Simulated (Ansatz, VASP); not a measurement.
Al in VASP and in Ansatz

```
Al
1.0
     0.00000    2.02398    2.02398
     2.02398    0.00000    2.02398
     2.02398    2.02398    0.00000
Al
1
Cartesian
  0.0000 0.0000 0.0000
```

Alike in both runs: task single point; functional PBEsol; dispersion D3(BJ); k mesh 8 × 8 × 8; occupations gaussian, width 0.1 eV; no spin polarisation.

|  | VASP | Ansatz |
| --- | --- | --- |
| version | VASP 6.6.1 | Ansatz 0.2.0 |
| potentials or method | VASP PAW PBE potentials, release 64 (Al), cutoff 500 eV | scalar-relativistic, plane waves, PAW |
| valence electrons in the cell | 3 | 3 |

|  | VASP | Ansatz | Ansatz less VASP |
| --- | --- | --- | --- |
| gap on the k mesh at the Fermi level (eV) | none | none | - |
| pressure (GPa) | -4.9 | -4.9 | -0.06 |

VASP's potentials were made for PBE, not for PBEsol. A gap of «none» marks a metal or a gap that the smearing closes.
